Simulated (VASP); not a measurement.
Here is a VASP 6.6.1 calculation.

File INCAR:

```
SYSTEM = CoW3
PREC = Accurate
ENCUT = 520
EDIFF = 1E-7
ISMEAR = 0
SIGMA = 0.15
LREAL = .FALSE.
LASPH = .TRUE.
NELM = 60
ALGO = Fast
ISIF = 2
LWAVE = .FALSE.
LCHARG = .FALSE.
GGA = PS
NBANDS = 34
```

The input KPOINTS:

```
regular mesh
0
G
  12 12 12
  0 0 0
```

POSCAR

```
CoW3
1.0
    4.0511572256      0.0000000000      0.0000000000
    0.0000000000      4.0511572256      0.0000000000
    0.0000000000      0.0000000000      3.6653327280
Co W
1 3
Direct
    0.0000000000      0.0000000000      0.0000000000
    0.0000000000      0.5000000000      0.5000000000
    0.5000000000      0.0000000000      0.5000000000
    0.5000000000      0.5000000000      0.0000000000
```

Potentials or basis: VASP PAW PBE potentials, release 64 (Co, W_sv).

The run is started by

```sh
$ cat potpaw_PBE.64/Co/POTCAR potpaw_PBE.64/W_sv/POTCAR > POTCAR
$ mpirun -np 1 vasp_std > vasp.out
```

Q: Predict the pressure.

A: -11.7 GPa.

Q: Estimate the band gap on the k mesh.

A: Zero (an odd number of electrons rules out a gap without spin polarisation).

Stress tensor (GPa, compression positive):
```
-11.32   0.00   0.00
  0.00 -11.32   0.00
  0.00   0.00 -12.54
```

Caveat: the cell differs from its parent crystal (strain +0.050 along x and y, -0.050 along z); the cell stands under tension; the PAW data sets were made with another functional, which shifts forces and pressure a little; spin-orbit coupling is left out, which moves the levels of the heavy elements; the run has no spin polarisation, though such a crystal can be magnetic. Spin polarisation is off, so any magnetic state and its effect on volume and gap are missing.
